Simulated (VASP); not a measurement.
# AlN (F-43m) in VASP: a series of runs

Runs on AlN. Level: PBE. Tasks: single point.

Everything below comes from runs of VASP 6.6.1. Logs are shortened: lines on timing, memory, paths and dates and some standing lists are left out, and cuts for length are marked.

## Step 1: The cell of the first run

It takes space group F-43m (No. 216, cubic). The conventional cell has a = 4.469 Å, b = 4.469 Å, c = 4.469 Å, α = 90.00°, β = 90.00°, γ = 90.00°. Within 2.6 Å of Al (site symmetry -43m) lie 4 N at 1.94 Å. Within 2.6 Å of N (site symmetry -43m) lie 4 Al at 1.94 Å.

## Step 2: Single point, PBE (equal strain along all axes, cell held: +1.5 %)

INCAR reads:

```
SYSTEM = AlN
PREC     = Accurate       ! precision mode
ENCUT    = 520            ! plane-wave cutoff, eV
EDIFF    = 1E-6           ! SCF threshold, eV
ISMEAR   = 0              ! smearing method
SIGMA    = 0.02           ! smearing width, eV
LREAL    = .FALSE.        ! projectors in reciprocal space
LASPH    = .TRUE.         ! aspherical terms in the spheres
NELM     = 60             ! most SCF steps
ALGO     = Normal         ! electronic algorithm
ISIF     = 2              ! what is computed and relaxed
LWAVE    = .FALSE.        ! write WAVECAR
LCHARG   = .FALSE.        ! write CHGCAR
GGA      = PE             ! functional
NBANDS   = 16             ! bands
```

KPOINTS reads:

```
regular mesh
0
G
  8 8 6
  0 0 0
```

POSCAR reads:

```
AlN
1.0
    2.2346109120      2.2346109120      0.0000000000
   -2.2346109120      2.2346109120      0.0000000000
    0.0000000000      0.0000000000      4.4692218239
Al N
2 2
Direct
    0.0000000000      0.0000000000      0.0000000000
    0.5000000000      0.5000000000      0.5000000000
    0.5000000000      0.0000000000      0.2500000000
    0.0000000000      0.5000000000      0.7500000000
```

Potentials or basis: VASP PAW PBE potentials, release 64 (Al, N).

Started as:

```console
$ cat potpaw_PBE.64/Al/POTCAR potpaw_PBE.64/N/POTCAR > POTCAR
$ mpirun -np 1 vasp_std > vasp.out
```

OUTCAR:

```text
SYSTEM = AlN
   PREC = Accurate
   ENCUT = 520
   EDIFF = 1E-6
   ISMEAR = 0
   LREAL = .FALSE.
   LASPH = .TRUE.
   NELM = 60
   ISIF = 2
   GGA = PE

 ion  position               nearest neighbor table
   1  0.000  0.000  0.000-   3 1.94   4 1.94   4 1.94   3 1.94   2 3.16   2 3.16   2 3.16   2 3.16
                             2 3.16   2 3.16   2 3.16   2 3.16
   2  0.500  0.500  0.500-   3 1.94   4 1.94   3 1.94   4 1.94   1 3.16   1 3.16   1 3.16   1 3.16
                             1 3.16   1 3.16   1 3.16   1 3.16
   3  0.500  0.000  0.250-   1 1.94   2 1.94   2 1.94   1 1.94
   4  0.000  0.500  0.750-   1 1.94   2 1.94   1 1.94   2 1.94

  LATTYP: Found a simple tetragonal cell.
 ALAT       =     3.1602170584
 C/A-ratio  =     1.4142135623

  Lattice vectors:

 A1 = (   2.2346109120,   2.2346109120,   0.0000000000)
 A2 = (  -2.2346109120,   2.2346109120,   0.0000000000)
 A3 = (   0.0000000000,   0.0000000000,   4.4692218239)

Analysis of symmetry for initial positions (statically):
=====================================================================
 Subroutine PRICEL returns following result:

  LATTYP: Found a face centered cubic cell.
 ALAT       =     4.4692218239

  Lattice vectors:

 A1 = (   0.0000000000,  -2.2346109120,  -2.2346109120)
 A2 = (   2.2346109120,   0.0000000000,  -2.2346109120)
 A3 = (   2.2346109120,  -2.2346109120,   0.0000000000)

   2 primitive cells build up your supercell.

 Routine SETGRP: Setting up the symmetry group for a
 simple tetragonal supercell.

 Subroutine GETGRP returns: Found  8 space group operations
 (whereof  8 operations were pure point group operations)
 out of a pool of 16 trial point group operations.

The static configuration has the point symmetry D_2d.

Analysis of symmetry for dynamics (positions and initial velocities):
=====================================================================
 Subroutine PRICEL returns following result:

  LATTYP: Found a face centered cubic cell.
 ALAT       =     4.4692218239

  Lattice vectors:

 A1 = (   0.0000000000,  -2.2346109120,  -2.2346109120)
 A2 = (   2.2346109120,   0.0000000000,  -2.2346109120)
 A3 = (   2.2346109120,  -2.2346109120,   0.0000000000)

   2 primitive cells build up your supercell.

 Routine SETGRP: Setting up the symmetry group for a
 simple tetragonal supercell.

 Subroutine GETGRP returns: Found  8 space group operations
 (whereof  8 operations were pure point group operations)
 out of a pool of 16 trial point group operations.

The dynamic configuration has the point symmetry D_2d.

 Subroutine INISYM returns: Found  8 space group operations
 (whereof  8 operations are pure point group operations),
 and found     2 'primitive' translations

----------------------------------------------------------------------------------------

                                     Primitive cell

  volume of cell :      22.3170

  direct lattice vectors                    reciprocal lattice vectors
     0.000000000 -2.234610912 -2.234610912    -0.223752599 -0.223752599 -0.223752599
     2.234610912  0.000000000 -2.234610912     0.223752599  0.223752599 -0.223752599
     2.234610912 -2.234610912  0.000000000     0.223752599 -0.223752599  0.223752599

  length of vectors
     3.160217058  3.160217058  3.160217058     0.387550870  0.387550870  0.387550870

  position of ions in fractional coordinates (direct lattice)
     0.000000000  0.000000000  0.000000000
     0.250000000  0.250000000  0.250000000

  ion indices of the primitive-cell ions
   primitive index   ion index
                 1           1
                 2           3

----------------------------------------------------------------------------------------

 KPOINTS: regular mesh

Automatic generation of k-mesh.
 Grid dimensions read from file:
 generate k-points for:    8    8    6

 Generating k-lattice:

  Cartesian coordinates                     Fractional coordinates (reciprocal lattice)
     0.027969075  0.027969075  0.000000000     0.125000000  0.000000000  0.000000000
    -0.027969075  0.027969075  0.000000000     0.000000000  0.125000000  0.000000000
     0.000000000  0.000000000  0.037292100     0.000000000  0.000000000  0.166666667

  Length of vectors
     0.039554245  0.039554245  0.037292100

  Shift w.r.t. Gamma in fractional coordinates (k-lattice)
     0.000000000  0.000000000  0.000000000

 Subroutine IBZKPT returns following result:
 ===========================================

 Found     60 irreducible k-points:

 Following reciprocal coordinates:
            Coordinates               Weight
  0.000000  0.000000  0.000000      1.000000
  0.125000  0.000000  0.000000      4.000000
  0.250000  0.000000  0.000000      4.000000
  0.375000  0.000000  0.000000      4.000000
  0.500000  0.000000  0.000000      2.000000
  0.125000  0.125000  0.000000      4.000000
[... 16 lines left out ...]
  0.375000  0.125000  0.166667     16.000000
  0.500000  0.125000  0.166667      8.000000
 [... further k-points ...]
   k-points           NKPTS =     60   k-points in BZ     NKDIM =     60   number of bands    NBANDS=     16
   number of dos      NEDOS =    301   number of ions     NIONS =      4
   total plane-waves  NPLWV =  20736
   dimension x,y,z NGX =    24 NGY =   24 NGZ =   36
   dimension x,y,z NGXF=    48 NGYF=   48 NGZF=   72
   ions per type =               2   2
   NGX,Y,Z   is equivalent  to a cutoff of  12.63, 12.63, 13.39 a.u.
   NGXF,Y,Z  is equivalent  to a cutoff of  25.25, 25.25, 26.78 a.u.
 SYSTEM =  AlN
   PREC   = accura    normal or accurate (medium, high low for compatibility)
   ISTART =      0    job   : 0-new  1-cont  2-samecut
   ICHARG =      2    charge: 1-file 2-atom 10-const
   ISPIN  =      1    spin polarized calculation?
   LNONCOLLINEAR =      F non collinear calculations
   LSORBIT =      F    spin-orbit coupling
   LASPH  =      T    aspherical Exc in radial PAW
   ENCUT  =  520.0 eV  38.22 Ry    6.18 a.u.   5.88  5.88  8.31*2*pi/ulx,y,z
   NELM   =     60;   NELMIN=  2; NELMDL= -5     # of ELM steps
   EDIFF  = 0.1E-05   stopping-criterion for ELM
   LREAL  =      F    real-space projection
   EDIFFG = 0.1E-04   stopping-criterion for IOM
   NSW    =      0    number of steps for IOM
   IBRION =     -1    ionic relax: 0-MD 1-quasi-New 2-CG
   NFREE  =      0    steps in history (QN), initial steepest desc. (CG)
   ISIF   =      2    stress and relaxation
   ISYM   =      2    0-nonsym 1-usesym 2-fastsym
   POTIM  = 0.5000    time-step for ionic-motion
   TEBEG  =    0.0;   TEEND  =   0.0 temperature during run
   PSTRESS=    0.0 pullay stress
   NELECT =      16.0000    total number of electrons
   NUPDOWN=      -1.0000    fix difference up-down
   EMIN   =  10.00;   EMAX   =-10.00  energy-range for DOS
   EFERMI =   0.00;   METHOD = LEGACY
   ISMEAR =     0;   SIGMA  =   0.02  broadening in eV -4-tet -1-fermi 0-gaus
   EFERMI_NEDOS =   21; number of points for ismear=-14 and -15
   IALGO  =     38    algorithm
   IMIX   =      4    mixing-type and parameters
     AMIX     =   0.40;   BMIX     =  1.00
     AMIX_MAG =   1.60;   BMIX_MAG =  1.00
  volume/ion in A,a.u.               =      11.16        75.30
  Fermi-wavevector in a.u.,A,eV,Ry     =   1.162946  2.197649 18.401112  1.352444
  Thomas-Fermi vector in A             =   2.299501
   LORBIT       =      0    0 simple, 1 ext, 2 COOP (PROOUT), +10 PAW based schemes
   GGA     = PE    functional components
   LHFCALC =     F    Hartree Fock is set to
   AEXX    =    0.0000 exact exchange contribution
   IVDW    =     0    specifies the selected vdW correction
   LEPSILON=     F    determine dielectric tensor
   LRPA    =     F    only Hartree local field effects (RPA)
 non-spin polarized calculation
 Gauss-broadening in eV      SIGMA  =   0.02
  energy-cutoff  :      520.00
  volume of cell :       44.63
 maximum number of plane-waves:      1240
 NGX is ok and might be reduce to    24
   NGX = 11   NGY = 11   NGZ = 17

 number of electron      15.9999996 magnetization

 Free energy of the ion-electron system (eV)
  ---------------------------------------------------
  ext. energy  EPLUGINS =         0.00000000
  ---------------------------------------------------
  free energy    TOTEN  =       -29.64268281 eV

  energy without entropy =      -29.64268281  energy(sigma->0) =      -29.64268281

 E-fermi :   5.5020     XC(G=0): -10.6373

 val. band max:        5.3390237966   @ k =   0.0000   0.0000   0.0000
 cond. band min:       8.6186720288   @ k =   0.5000   0.5000   0.0000
 fundamental gap:      3.2796482322
 Fermi energy:         5.5020268569

 k-point     1 :       0.0000    0.0000    0.0000
  band No.  band energies     occupation
      1      -9.2542      2.00000
      2      -6.8298      2.00000
      3       0.6395      2.00000
      4       3.6385      2.00000
      5       3.6385      2.00000
      6       5.3390      2.00000
[... 8 lines left out ...]
     15      18.4041      0.00000
     16      20.2312      0.00000

 k-point     2 :       0.1250    0.0000    0.0000
  band No.  band energies     occupation
      1      -9.1137      2.00000
      2      -6.8201      2.00000
      3       0.7998      2.00000
      4       2.9928      2.00000
      5       3.7395      2.00000
      6       4.5522      2.00000
[... 8 lines left out ...]
     15      18.1672      0.00000
     16      19.8120      0.00000

 k-point     3 :       0.2500    0.0000    0.0000
  band No.  band energies     occupation
      1      -8.7149      2.00000
      2      -6.8475      2.00000
      3       1.2309      2.00000
      4       1.9149      2.00000
      5       3.1473      2.00000
      6       4.0213      2.00000
[... 8 lines left out ...]
     15      17.5834      0.00000
     16      18.8558      0.00000

 k-point     4 :       0.3750    0.0000    0.0000
  band No.  band energies     occupation
      1      -8.1332      2.00000
      2      -7.0508      2.00000
      3       1.0879      2.00000
      4       1.9017      2.00000
      5       2.0849      2.00000
      6       3.9024      2.00000
[... 8 lines left out ...]
     15      17.3740      0.00000
     16      17.9024      0.00000

 k-point     5 :       0.5000    0.0000    0.0000
  band No.  band energies     occupation
      1      -7.5140      2.00000
      2      -7.5140      2.00000
      3       1.1448      2.00000
      4       1.1448      2.00000
      5       2.9739      2.00000
      6       2.9739      2.00000
[... 8 lines left out ...]
     15      17.3495      0.00000
     16      17.3495      0.00000

 k-point     6 :       0.1250    0.1250    0.0000
  band No.  band energies     occupation
      1      -8.9758      2.00000
      2      -6.8061      2.00000
      3       0.9562      2.00000
      4       3.0510      2.00000
      5       3.1673      2.00000
      6       4.1945      2.00000
[... 8 lines left out ...]
     15      17.9155      0.00000
     16      18.4995      0.00000
[... 267 lines left out ...]
 k-point    21 :       0.1250    0.1250    0.1667
  band No.  band energies     occupation
      1      -8.8582      2.00000
      2      -6.9901      2.00000
      3       1.0262      2.00000
      4       3.1537      2.00000
      5       3.4533      2.00000
      6       3.6060      2.00000
[... 8 lines left out ...]
     15      17.5919      0.00000
     16      18.8156      0.00000

 k-point    22 :       0.2500    0.1250    0.1667
  band No.  band energies     occupation
      1      -8.4807      2.00000
      2      -6.9503      2.00000
      3       1.0309      2.00000
      4       2.5550      2.00000
      5       2.5566      2.00000
      6       3.6736      2.00000
[... 8 lines left out ...]
     15      17.6905      0.00000
     16      18.1083      0.00000

 k-point    23 :       0.3750    0.1250    0.1667
  band No.  band energies     occupation
      1      -7.9426      2.00000
      2      -7.0472      2.00000
      3       0.6964      2.00000
      4       1.4429      2.00000
      5       2.8036      2.00000
      6       4.0823      2.00000
[... 8 lines left out ...]
     15      17.5648      0.00000
     16      17.7083      0.00000

 k-point    24 :       0.5000    0.1250    0.1667
  band No.  band energies     occupation
      1      -7.4007      2.00000
      2      -7.4007      2.00000
      3       0.7496      2.00000
      4       0.7496      2.00000
      5       3.5232      2.00000
      6       3.5232      2.00000
[... 8 lines left out ...]
     15      17.4967      0.00000
     16      17.4967      0.00000

 [... further k-points ...]
[... 5 lines left out ...]
  --------------------------------------------------------------------------------------
  -------------------------------------------------------------------------------------
  Total       -2.2685194     -2.2685194     -2.2692316      0.0000000      0.0000000      0.0000000
  in kB      -81.4305465    -81.4305465    -81.4561107      0.0000000      0.0000000      0.0000000
  external PRESSURE =     -81.4390679 kB  Pullay stress =       0.0000000 kB

 VOLUME and BASIS-vectors are now :
 -----------------------------------------------------------------------------
  energy-cutoff  :      520.00
  volume of cell :       44.63
      direct lattice vectors                 reciprocal lattice vectors
     2.234610912  2.234610912  0.000000000     0.223752599  0.223752599  0.000000000
    -2.234610912  2.234610912  0.000000000    -0.223752599  0.223752599  0.000000000
     0.000000000  0.000000000  4.469221824     0.000000000  0.000000000  0.223752599

 POSITION                                       TOTAL-FORCE (eV/Angst)
 -----------------------------------------------------------------------------------
      0.00000      0.00000      0.00000        -0.000000     -0.000000      0.000000
      0.00000      2.23461      2.23461         0.000000      0.000000      0.000000
      1.11731      1.11731      1.11731        -0.000000     -0.000000     -0.000000
     -1.11731      1.11731      3.35192         0.000000      0.000000     -0.000000
 -----------------------------------------------------------------------------------
    total drift:                               -0.000000      0.000000     -0.000000

  FREE ENERGIE OF THE ION-ELECTRON SYSTEM (eV)
  ---------------------------------------------------
  free  energy   TOTEN  =       -29.6426828094 eV

  energy  without entropy=      -29.6426828094  energy(sigma->0) =      -29.64268281
```

Wall time 16 s (1 thread of AMD EPYC 9R45 (Zen 5), shared host); peak memory 0.14 GiB.

What came out:

```
Free energy            : -29.6427 eV
Pressure               : -8.1 GPa
Band gap on the k mesh : 3.28 eV
```

Levels at points of the mesh, in eV from the valence-band top:
| k point | band 4 | band 5 | band 6 | band 7 | band 8 | band 9 | band 10 | band 11 | band 12 | band 13 |
| --- | --- | --- | --- | --- | --- | --- | --- | --- | --- | --- |
| (0.00, 0.00, 0.00) | -1.70 | -1.70 | 0.00 | 0.00 | 0.00 | 3.28 | 3.60 | 8.20 | 11.89 | 11.89 |
| (0.50, 0.00, 0.00) | -4.19 | -2.37 | -2.37 | -0.51 | -0.51 | 7.52 | 7.52 | 8.61 | 8.61 | 10.97 |
| (0.50, 0.50, 0.00) | -4.70 | -1.70 | -1.70 | -1.70 | -1.70 | 3.28 | 3.28 | 8.20 | 8.20 | 13.07 |
| (0.00, 0.00, 0.50) | -2.84 | -0.94 | -0.94 | -0.94 | -0.94 | 5.62 | 5.62 | 9.65 | 9.65 | 11.02 |
| (0.50, 0.00, 0.50) | -5.57 | -0.47 | -0.47 | -0.47 | -0.47 | 6.76 | 6.76 | 9.40 | 9.40 | 10.72 |
| (0.50, 0.50, 0.50) | -3.70 | -3.21 | -3.21 | -2.55 | -2.55 | 5.89 | 5.89 | 11.04 | 11.04 | 11.22 |

Caveat: the cell differs from its parent crystal (equal strain along all axes, cell held: +1.5 %). A k mesh can miss the band edges.

[end of part 1 of 2]
